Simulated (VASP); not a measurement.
A run of VASP 6.6.1:

Contents of INCAR:

```
PREC = Accurate
ENCUT = 520
EDIFF = 1E-6
ISMEAR = -1
SIGMA = 0.01
LREAL = F
LASPH = T
NELM = 150
ALGO = Normal
ISIF = 2
LWAVE = F
LCHARG = F
MAGMOM = 0.289 0.289 0.289
LORBIT = 11
LSORBIT = T
GGA_COMPAT = F
LORBMOM = T
LMAXMIX = 4
GGA = VW
NBANDS = 22
```

File KPOINTS:

```
Automatic mesh
0
Gamma
  11 11 11
```

The input POSCAR:

```
Ag
1.0
   -0.0000000079      1.9975173773      1.9975173773
    1.9975173773     -0.0000000079      1.9975173773
    1.9975173773      1.9975173773     -0.0000000079
Ag
1
Direct
    0.0000000000      0.0000000000      0.0000000000
```

Potentials or basis: VASP PAW PBE potentials, release 64 (Ag).

Run with:

```sh
$ cat potpaw_PBE.64/Ag/POTCAR > POTCAR
$ mpirun -np 1 vasp_ncl > vasp.out
```

Hardware: 1 thread of Intel(R) Xeon(R) 6975P-C (Granite Rapids) (shared host).

**Question.** How long does it take, and how much memory?

**Answer.** Wall time 65 s on 1 thread of Intel(R) Xeon(R) 6975P-C (Granite Rapids), with other jobs on the host, peak memory 0.25 GiB. Counts: scf iterations 14, k points 226.
